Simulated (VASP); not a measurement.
# BN (P6_3mc) in VASP: a series of runs

Runs on BN. Level: r2SCAN. Tasks: single point.

Program: VASP 6.6.1. These are calculated values, not measurements. Logs are shortened: lines on timing, memory, paths and dates and some standing lists are left out, and cuts for length are marked.

**1. The cell of the first run**

The structure is hexagonal, space group P6_3mc (No. 186). Conventional cell: a = 2.468 Å, b = 2.468 Å, c = 4.082 Å, α = 90.00°, β = 90.00°, γ = 120.00°. B (site symmetry 3m) has 4 N at 1.51 to 1.53 Å within 2.0 Å. N (site symmetry 3m) has 4 B at 1.51 to 1.53 Å within 2.0 Å.

**2. Single point, r2SCAN (strain -3.0%)**

POSCAR reads:

```
BN
1.0
    2.4676314996      0.0000000000      0.0000000000
   -1.2338157498      2.1370315658      0.0000000000
    0.0000000000      0.0000000000      4.0815808813
B N
2 2
Direct
    0.3333333333      0.6666666667      0.0005226463
    0.6666666667      0.3333333333      0.5005226463
    0.3333333333      0.6666666667      0.3744773537
    0.6666666667      0.3333333333      0.8744773537
```

INCAR.step1 reads:

```
SYSTEM = BN
PREC = Accurate
ENCUT = 520
ISMEAR = 0
SIGMA = 0.01
LREAL = .FALSE.
LASPH = .TRUE.
NELM = 80
NBANDS = 16
GGA = PE
ALGO = Normal
EDIFF = 1E-4
LWAVE = .TRUE.
LCHARG = .FALSE.
```

INCAR.step2 reads:

```
SYSTEM = BN
PREC = Accurate
ENCUT = 520
EDIFF = 1E-7
ISMEAR = 0
SIGMA = 0.01
LREAL = .FALSE.
LASPH = .TRUE.
NELM = 80
ALGO = Normal
ISIF = 2
LWAVE = .FALSE.
LCHARG = .FALSE.
METAGGA = R2SCAN
LMIXTAU = .TRUE.
NBANDS = 16
ISTART = 1
```

KPOINTS reads:

```
Automatic mesh
0
G
  12 12 6
  0 0 0
```

Potentials or basis: VASP PAW PBE potentials, release 64 (B, N).

Launch:

```console
$ cat potpaw_PBE.64/B/POTCAR potpaw_PBE.64/N/POTCAR > POTCAR
$ cp INCAR.step1 INCAR
$ mpirun -np 1 vasp_std > vasp.out
$ cp INCAR.step2 INCAR
$ mpirun -np 1 vasp_std > vasp.out
```

OUTCAR:

```text
SYSTEM = BN
   PREC = Accurate
   ENCUT = 520
   EDIFF = 1E-7
   ISMEAR = 0
   LREAL = .FALSE.
   LASPH = .TRUE.
   NELM = 80
   ISIF = 2
   METAGGA = R2SCAN
   ISTART = 1

 ion  position               nearest neighbor table
   1  0.333  0.667  0.001-   4 1.51   4 1.51   4 1.51   3 1.53
   2  0.667  0.333  0.501-   3 1.51   3 1.51   3 1.51   4 1.53
   3  0.333  0.667  0.374-   2 1.51   2 1.51   2 1.51   1 1.53
   4  0.667  0.333  0.874-   1 1.51   1 1.51   1 1.51   2 1.53

  LATTYP: Found a hexagonal cell.
 ALAT       =     2.4676314996
 C/A-ratio  =     1.6540479735

  Lattice vectors:

 A1 = (   2.4676314996,   0.0000000000,   0.0000000000)
 A2 = (  -1.2338157498,   2.1370315658,   0.0000000000)
 A3 = (   0.0000000000,   0.0000000000,   4.0815808813)

Analysis of symmetry for initial positions (statically):
=====================================================================
 Subroutine PRICEL returns:
 Original cell was already a primitive cell.

 Routine SETGRP: Setting up the symmetry group for a
 hexagonal supercell.

 Subroutine GETGRP returns: Found 12 space group operations
 (whereof  6 operations were pure point group operations)
 out of a pool of 24 trial point group operations.

The static configuration has the point symmetry C_3v.
 The point group associated with its full space group is C_6v.

Analysis of symmetry for dynamics (positions and initial velocities):
=====================================================================
 Subroutine PRICEL returns:
 Original cell was already a primitive cell.

 Routine SETGRP: Setting up the symmetry group for a
 hexagonal supercell.

 Subroutine GETGRP returns: Found 12 space group operations
 (whereof  6 operations were pure point group operations)
 out of a pool of 24 trial point group operations.

The dynamic configuration has the point symmetry C_3v.
 The point group associated with its full space group is C_6v.

 Subroutine INISYM returns: Found 12 space group operations
 (whereof  6 operations are pure point group operations),
 and found     1 'primitive' translations

----------------------------------------------------------------------------------------

                                     Primitive cell

[... 86 lines left out ...]
   ISTART =      1    job   : 0-new  1-cont  2-samecut
   ICHARG =      0    charge: 1-file 2-atom 10-const
   ISPIN  =      1    spin polarized calculation?
   LNONCOLLINEAR =      F non collinear calculations
   LSORBIT =      F    spin-orbit coupling
   LASPH  =      T    aspherical Exc in radial PAW
   ENCUT  =  520.0 eV  38.22 Ry    6.18 a.u.   4.59  4.59  7.59*2*pi/ulx,y,z
   NELM   =     80;   NELMIN=  2; NELMDL=  0     # of ELM steps
   EDIFF  = 0.1E-06   stopping-criterion for ELM
   LREAL  =      F    real-space projection
   EDIFFG = 0.1E-05   stopping-criterion for IOM
   NSW    =      0    number of steps for IOM
   IBRION =     -1    ionic relax: 0-MD 1-quasi-New 2-CG
   NFREE  =      0    steps in history (QN), initial steepest desc. (CG)
   ISIF   =      2    stress and relaxation
   ISYM   =      2    0-nonsym 1-usesym 2-fastsym
   POTIM  = 0.5000    time-step for ionic-motion
   TEBEG  =    0.0;   TEEND  =   0.0 temperature during run
   PSTRESS=    0.0 pullay stress
   NELECT =      16.0000    total number of electrons
   NUPDOWN=      -1.0000    fix difference up-down
   EMIN   =  10.00;   EMAX   =-10.00  energy-range for DOS
   EFERMI =   0.00;   METHOD = LEGACY
   ISMEAR =     0;   SIGMA  =   0.01  broadening in eV -4-tet -1-fermi 0-gaus
   EFERMI_NEDOS =   21; number of points for ismear=-14 and -15
   IALGO  =     38    algorithm
   IMIX   =      4    mixing-type and parameters
     AMIX     =   0.40;   BMIX     =  1.00
     AMIX_MAG =   1.60;   BMIX_MAG =  1.00
  volume/ion in A,a.u.               =       5.38        36.31
  Fermi-wavevector in a.u.,A,eV,Ry     =   1.483002  2.802467 29.923207  2.199294
  Thomas-Fermi vector in A             =   2.596717
   LORBIT       =      0    0 simple, 1 ext, 2 COOP (PROOUT), +10 PAW based schemes
   METAGGA = R2SCAN    functional components
   LHFCALC =     F    Hartree Fock is set to
   AEXX    =    0.0000 exact exchange contribution
   IVDW    =     0    specifies the selected vdW correction
   LEPSILON=     F    determine dielectric tensor
   LRPA    =     F    only Hartree local field effects (RPA)
 non-spin polarized calculation
 Gauss-broadening in eV      SIGMA  =   0.01
  energy-cutoff  :      520.00
  volume of cell :       21.52
 maximum number of plane-waves:       596
   NGX =  9   NGY =  9   NGZ = 15

 number of electron      15.9999997 magnetization

 Free energy of the ion-electron system (eV)
  ---------------------------------------------------
  ext. energy  EPLUGINS =         0.00000000
  ---------------------------------------------------
  free energy    TOTEN  =       -37.99157831 eV

  energy without entropy =      -37.99157831  energy(sigma->0) =      -37.99157831

 E-fermi :   8.7741     XC(G=0): -14.1375

 val. band max:        8.6315558301   @ k =   0.0000   0.0000   0.0000
 cond. band min:      14.1562267435   @ k =   0.3333   0.3333   0.0000
 fundamental gap:      5.5246709134
 Fermi energy:         8.7740783897

 k-point     1 :       0.0000    0.0000    0.0000
  band No.  band energies     occupation
      1     -13.9997      2.00000
      2      -9.3098      2.00000
      3      -3.6477      2.00000
      4       6.2012      2.00000
      5       6.2012      2.00000
      6       8.2815      2.00000
[... 433 lines left out ...]
      3      -1.2815      2.00000
      4       0.3388      2.00000
      5       1.9702      2.00000
      6       3.7166      2.00000
[... 8 lines left out ...]
     15      27.0774      0.00000
     16      27.6185      0.00000

 [... further k-points ...]
[... 5 lines left out ...]
  --------------------------------------------------------------------------------------
  -------------------------------------------------------------------------------------
  Total        5.8359983      5.8359983      5.9495895      0.0000000     -0.0000000      0.0000000
  in kB      434.4162777    434.4162777    442.8717066      0.0000000     -0.0000000      0.0000000
  external PRESSURE =     437.2347540 kB  Pullay stress =       0.0000000 kB

 VOLUME and BASIS-vectors are now :
 -----------------------------------------------------------------------------
  energy-cutoff  :      520.00
  volume of cell :       21.52
      direct lattice vectors                 reciprocal lattice vectors
     2.467631500  0.000000000  0.000000000     0.405246894  0.233969403  0.000000000
    -1.233815750  2.137031566  0.000000000     0.000000000  0.467938806  0.000000000
     0.000000000  0.000000000  4.081580881     0.000000000  0.000000000  0.245003108

 POSITION                                       TOTAL-FORCE (eV/Angst)
 -----------------------------------------------------------------------------------
     -0.00000      1.42469      0.00213         0.000000      0.000000      0.003346
      1.23382      0.71234      2.04292        -0.000000      0.000000      0.003346
     -0.00000      1.42469      1.52846         0.000000     -0.000000     -0.003346
      1.23382      0.71234      3.56925        -0.000000      0.000000     -0.003346
 -----------------------------------------------------------------------------------
    total drift:                                0.000000      0.000001      0.000385

  FREE ENERGIE OF THE ION-ELECTRON SYSTEM (eV)
  ---------------------------------------------------
  free  energy   TOTEN  =       -37.9915783130 eV

  energy  without entropy=      -37.9915783130  energy(sigma->0) =      -37.99157831
```

OSZICAR.step1:

```text
N       E                     dE             d eps       ncg     rms          rms(c)
DAV:   1     0.387369462417E+02    0.38737E+02   -0.84987E+03  2432   0.989E+02
DAV:   2    -0.346520993840E+02   -0.73389E+02   -0.68985E+02  3496   0.235E+02
DAV:   3    -0.367711673793E+02   -0.21191E+01   -0.21153E+01  2816   0.367E+01
DAV:   4    -0.367756916073E+02   -0.45242E-02   -0.45240E-02  2976   0.191E+00
DAV:   5    -0.367757019868E+02   -0.10379E-04   -0.10379E-04  2440   0.855E-02    0.103E+01
DAV:   6    -0.347467666982E+02    0.20289E+01   -0.23246E+00  3104   0.140E+01    0.503E+00
DAV:   7    -0.345414653730E+02    0.20530E+00   -0.41052E-01  3184   0.520E+00    0.293E+00
DAV:   8    -0.345087824913E+02    0.32683E-01   -0.56122E-02  2832   0.203E+00    0.276E-01
DAV:   9    -0.345077074407E+02    0.10751E-02   -0.19959E-03  2768   0.538E-01    0.157E-01
DAV:  10    -0.345079579834E+02   -0.25054E-03   -0.40965E-04  2856   0.163E-01    0.251E-02
DAV:  11    -0.345079630198E+02   -0.50364E-05   -0.29916E-05  1384   0.554E-02
   1 F= -.34507963E+02 E0= -.34507963E+02  d E =-.722217E-27
```

Wall time 2.5 min (1 thread of AMD EPYC 7R13, shared host); peak memory 0.11 GiB.

What came out:

| Item | Value |
| --- | --- |
| Free energy | -37.9916 eV |
| Pressure | 43.7 GPa |
| Largest force | 0.003 eV/Å |
| Band gap on the k mesh | 5.52 eV (least direct gap 9.41 eV) |

Forces on the atoms (eV/Å):
```
B    0.000  0.000  0.003
B    0.000  0.000  0.003
N    0.000  0.000 -0.003
N    0.000  0.000 -0.003
```

Levels at points of the mesh, in eV from the valence-band top:
| k point | band 4 | band 5 | band 6 | band 7 | band 8 | band 9 | band 10 | band 11 | band 12 | band 13 |
| --- | --- | --- | --- | --- | --- | --- | --- | --- | --- | --- |
| (0.00, 0.00, 0.00) | -2.43 | -2.43 | -0.35 | 0.00 | 0.00 | 9.44 | 9.44 | 9.85 | 11.41 | 13.06 |
| (0.50, 0.00, 0.00) | -8.74 | -7.79 | -5.70 | -5.05 | -2.40 | 7.64 | 8.88 | 11.82 | 13.07 | 15.06 |
| (0.00, 0.00, 0.50) | -6.41 | -1.35 | -1.35 | -1.35 | -1.35 | 11.13 | 11.13 | 11.18 | 11.18 | 11.18 |
| (0.50, 0.00, 0.50) | -11.25 | -4.31 | -4.31 | -4.08 | -4.08 | 7.54 | 7.54 | 11.37 | 11.37 | 16.24 |

Caveat: the cell differs from its parent crystal (strain -3.0%); the cell stands under pressure; the PAW data sets were made with another functional, which shifts forces and pressure a little.

**3. Single point, r2SCAN (strain -2.0%)**

POSCAR reads:

```
BN
1.0
    2.4930709996      0.0000000000      0.0000000000
   -1.2465354998      2.1590628191      0.0000000000
    0.0000000000      0.0000000000      4.1236590347
B N
2 2
Direct
    0.3333333333      0.6666666667      0.0004218835
    0.6666666667      0.3333333333      0.5004218835
    0.3333333333      0.6666666667      0.3745781165
    0.6666666667      0.3333333333      0.8745781165
```

INCAR.step1 reads:

```
SYSTEM = BN
PREC     = Accurate       ! precision mode
ENCUT    = 520            ! plane-wave cutoff, eV
ISMEAR   = 0              ! smearing method
SIGMA    = 0.01           ! smearing width, eV
LREAL    = .False.        ! projectors in reciprocal space
LASPH    = .True.         ! aspherical terms in the spheres
NELM     = 80             ! most SCF steps
NBANDS   = 16             ! bands
GGA      = PE             ! functional
ALGO     = Normal         ! electronic algorithm
EDIFF    = 1E-4           ! SCF threshold, eV
LWAVE    = .True.         ! write WAVECAR
LCHARG   = .False.        ! write CHGCAR
```

INCAR.step2 reads:

```
SYSTEM = BN
PREC     = Accurate       ! precision mode
ENCUT    = 520            ! plane-wave cutoff, eV
EDIFF    = 1E-6           ! SCF threshold, eV
ISMEAR   = 0              ! smearing method
SIGMA    = 0.01           ! smearing width, eV
LREAL    = .False.        ! projectors in reciprocal space
LASPH    = .True.         ! aspherical terms in the spheres
NELM     = 80             ! most SCF steps
ALGO     = Normal         ! electronic algorithm
ISIF     = 2              ! what is computed and relaxed
LWAVE    = .False.        ! write WAVECAR
LCHARG   = .True.         ! write CHGCAR
METAGGA  = R2SCAN         ! meta-GGA
LMIXTAU  = .True.       
LELF     = .True.         ! ELF
LVHAR    = .True.       
NBANDS   = 16             ! bands
ISTART   = 1
```

KPOINTS reads:

```
regular mesh
0
Gamma
  12 12 6
  0 0 0
```

Potentials or basis: VASP PAW PBE potentials, release 64 (B, N).

Launch:

```console
$ cat potpaw_PBE.64/B/POTCAR potpaw_PBE.64/N/POTCAR > POTCAR
$ cp INCAR.step1 INCAR
$ mpirun -np 1 vasp_std > vasp.out
$ cp INCAR.step2 INCAR
$ mpirun -np 1 vasp_std > vasp.out
```

It took 2.2 min on 1 thread of AMD EPYC 7R13, shared host; peak memory 0.12 GiB.

It converged, with:

```
Free energy            : -38.1427 eV
Pressure               : 27.9 GPa
Largest force          : 0.003 eV/Å
Band gap on the k mesh : 5.59 eV (least direct gap 9.27 eV)
```

Forces on the atoms (eV/Å):
```
B    0.000  0.000  0.003
B    0.000  0.000  0.003
N    0.000  0.000 -0.003
N    0.000  0.000 -0.003
```

Stress tensor (GPa, compression positive):
```
27.71  0.00  0.00
 0.00 27.71  0.00
 0.00  0.00 28.15
```

Levels at points of the mesh, in eV from the valence-band top:
| k point | band 4 | band 5 | band 6 | band 7 | band 8 | band 9 | band 10 | band 11 | band 12 | band 13 |
| --- | --- | --- | --- | --- | --- | --- | --- | --- | --- | --- |
| (0.00, 0.00, 0.00) | -2.35 | -2.35 | -0.32 | 0.00 | 0.00 | 9.32 | 9.32 | 9.68 | 11.00 | 12.54 |
| (0.50, 0.00, 0.00) | -8.54 | -7.59 | -5.52 | -4.87 | -2.33 | 7.52 | 8.79 | 11.67 | 12.80 | 14.62 |
| (0.00, 0.00, 0.50) | -6.26 | -1.30 | -1.30 | -1.30 | -1.30 | 10.83 | 10.83 | 11.01 | 11.01 | 11.01 |
| (0.50, 0.00, 0.50) | -10.97 | -4.18 | -4.18 | -3.96 | -3.96 | 7.43 | 7.43 | 11.15 | 11.15 | 15.92 |

Caveat: the cell differs from its parent crystal (strain -2.0%); the cell stands under pressure; the PAW data sets were made with another functional, which shifts forces and pressure a little. A k mesh can miss the band edges.

**4. Single point, r2SCAN (strain +1.0%)**

POSCAR reads:

```
BN
1.0
    2.5693894996      0.0000000000      0.0000000000
   -1.2846947498      2.2251565788      0.0000000000
    0.0000000000      0.0000000000      4.2498934949
B N
2 2
Direct
    0.3333333333      0.6666666667      0.0000783236
    0.6666666667      0.3333333333      0.5000783236
    0.3333333333      0.6666666667      0.3749216764
    0.6666666667      0.3333333333      0.8749216764
```

INCAR.step1 reads:

```
ALGO = Normal
EDIFF = 1E-4
ENCUT = 520
GGA = PE
ISMEAR = 0
LASPH = True
LCHARG = False
LREAL = False
LWAVE = True
NBANDS = 16
NELM = 80
PREC = Accurate
SIGMA = 0.01
```

INCAR.step2 reads:

```
ALGO = Normal
EDIFF = 1E-7
ENCUT = 520
ISIF = 2
ISMEAR = 0
ISTART = 1
LASPH = True
LCHARG = False
LMIXTAU = True
LREAL = False
LWAVE = False
METAGGA = R2SCAN
NBANDS = 16
NELM = 80
PREC = Accurate
SIGMA = 0.01
```

KPOINTS reads:

```
k-points
0
Gamma
  12 12 6
```

Launch:

```console
$ cat potpaw_PBE.64/B/POTCAR potpaw_PBE.64/N/POTCAR > POTCAR
$ cp INCAR.step1 INCAR
$ mpirun -np 1 vasp_std > vasp.out
$ cp INCAR.step2 INCAR
$ mpirun -np 1 vasp_std > vasp.out
```

Wall time 2.6 min (1 thread of AMD EPYC 7R13, shared host); peak memory 0.12 GiB.

Results (log left out):

```
Free energy            : -38.2474 eV
Pressure               : -10.1 GPa
Largest force          : 0.003 eV/Å
Band gap on the k mesh : 5.77 eV (least direct gap 8.84 eV)
```

Forces on the atoms (eV/Å):
```
B    0.000  0.000  0.003
B    0.000  0.000  0.003
N    0.000  0.000 -0.003
N    0.000  0.000 -0.003
```

Stress tensor (GPa, compression positive):
```
-10.03   0.00   0.00
  0.00 -10.03   0.00
  0.00   0.00 -10.14
```

Levels at points of the mesh, in eV from the valence-band top:
| k point | band 6 | band 7 | band 8 | band 9 | band 10 | band 11 |
| --- | --- | --- | --- | --- | --- | --- |
| (0.00, 0.00, 0.00) | -0.24 | 0.00 | 0.00 | 8.96 | 8.96 | 9.12 |
| (0.50, 0.00, 0.00) | -5.04 | -4.37 | -2.14 | 7.19 | 8.51 | 11.23 |
| (0.00, 0.00, 0.50) | -1.18 | -1.18 | -1.18 | 9.96 | 9.96 | 10.53 |
| (0.50, 0.00, 0.50) | -3.80 | -3.61 | -3.61 | 7.08 | 7.08 | 10.51 |

Caveat: the cell differs from its parent crystal (strain +1.0%); the cell stands under tension; the PAW data sets were made with another functional, which shifts forces and pressure a little. A k mesh can miss the band edges.

**5. Summary**

```tsv
cell	gap on the mesh (eV)	pressure (GPa)
a = 2.468, b = 2.468, c = 4.082 Å, angles 90.0, 90.0, 120.0°, 4 atoms	5.52	43.7
a = 2.493, b = 2.493, c = 4.124 Å, angles 90.0, 90.0, 120.0°, 4 atoms	5.59	27.9
a = 2.569, b = 2.569, c = 4.250 Å, angles 90.0, 90.0, 120.0°, 4 atoms	5.77	-10.1
```

Alike in all rows: task single point; level r2SCAN; potentials or basis VASP PAW PBE potentials, release 64 (B, N); no spin polarisation; k mesh 12 × 12 × 6; cutoff (eV) 520; smearing gaussian 0.01 eV.

Caveats: the PAW data sets were made with another functional, which shifts forces and pressure a little; the cell stands under pressure (at least some runs); the cell stands under tension (at least some runs).

Total energies depend on the potentials used, so only differences within one code and one set of settings carry meaning.
